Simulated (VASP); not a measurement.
Set up this calculation in VASP 6.6.1, as the native input.

* Task: relaxation of cell and atoms
* Functional: PBE
* Potentials or basis: VASP PAW PBE potentials, release 64 (In_d)
* Cutoff: 600 eV
* k mesh: 4 × 4 × 6
* Occupations: gaussian, width 0.1 eV
* Spin: no spin polarisation
* Dipole correction: no
* Further INCAR settings: ALGO = Normal; EDIFF = 1e-06; IBRION = 2; EDIFFG = -0.04; NSW = 90; ISIF = 3

The structure of In lies in POSCAR:

```
In
1.0
    3.8937787476      0.0000000000      0.0000000000
    0.0000000000      3.8937787476      0.0000000000
    0.0000000000      0.0000000000      3.6409928460
In
2
Direct
    0.5000000000      0.0000000000      0.2894087385
    0.0000000000      0.5000000000      0.7105912615
```

The cell was built from a structure type or drawn by symmetry, and may not be a known phase.

These files were run (other wordings do the same):

INCAR

```
SYSTEM = In
  PREC = Accurate
  ENCUT = 600
  EDIFF = 1E-6
  ISMEAR = 0
  SIGMA = 0.1
  LREAL = .False.
  LASPH = .True.
  NELM = 80
  ALGO = Normal
  ISIF = 3
  LWAVE = .False.
  LCHARG = .False.
  GGA = PE
  IBRION = 2
  NSW = 90
  EDIFFG = -0.04
```

KPOINTS

```
regular mesh
0
Gamma
  4 4 6
  0 0 0
```

Potentials or basis: VASP PAW PBE potentials, release 64 (In_d).

Launch:

```console
$ cat potpaw_PBE.64/In_d/POTCAR > POTCAR
$ mpirun -np 1 vasp_std > vasp.out
```

It gave:

| Quantity | Value |
| --- | --- |
| Relaxed volume | 26.71 Å³/atom |
| Relaxed cell | a = 3.620 Å, b = 3.620 Å, c = 4.078 Å, α = 90.00°, β = 90.00°, γ = 90.00° |
| Space group after relaxing (to 0.1 Å) | I4/mmm (No. 139) |
| Energy gained by relaxing | 63.8 meV/atom |
| Ionic steps | 32 |
| Pressure after relaxing | 0.2 GPa |
| Largest force after relaxing | 0.012 eV/Å |
| Band gap on the k mesh | zero (bands 13 and 14 overlap by 8.12 eV) |

Caveat: the k points lie up to 0.43 Å⁻¹ apart in the final cell, too coarse for converged energies and pressures of a metal; spin-orbit coupling is left out, which moves the levels of the heavy elements.

Wall time 9.2 min on 1 thread of Intel Xeon 8259CL, on a shared host, peak memory 0.2 GiB.
